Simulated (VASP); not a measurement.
# LiH: single point with PBE

Crystal: LiH.

```
Li H
1.0
     0.00000    2.03500    2.03500
     2.03500    0.00000    2.03500
     2.03500    2.03500    0.00000
Li H
1 1
Direct
  0.00000 0.00000 0.00000
  0.50000 0.50000 0.50000
```

| Property | Result |
| --- | --- |
| Program | VASP 6.6.1 |
| Task | single point |
| Functional | PBE |
| Potentials or basis | VASP PAW PBE potentials, release 64 (Li_sv, H) |
| Cutoff | 520 eV |
| k mesh | 10 × 10 × 10 |
| Occupations | gaussian, width 0.01 eV |
| Spin | no spin polarisation |
| Dipole correction | no |
| Further INCAR settings | ALGO = Normal; EDIFF = 1e-07; NBANDS = 9 |

- Band gap on the k mesh: 3.01 eV

Levels at points of the mesh, in eV from the valence-band top:
```tsv
k point	band 1	band 2	band 3	band 4	band 5	band 6
(0.00, 0.00, 0.00)	-44.34	-5.26	15.51	17.43	17.43	17.43
(0.50, 0.00, 0.00)	-44.30	-2.50	4.81	13.27	16.09	16.09
(0.50, 0.50, 0.00)	-44.29	0.00	3.01	10.59	10.59	13.70
```

It took 3.1 s on 1 thread of Intel(R) Xeon(R) 6975P-C (Granite Rapids), with other jobs on the host, peak memory 0.13 GiB.

 A k mesh can miss the band edges.
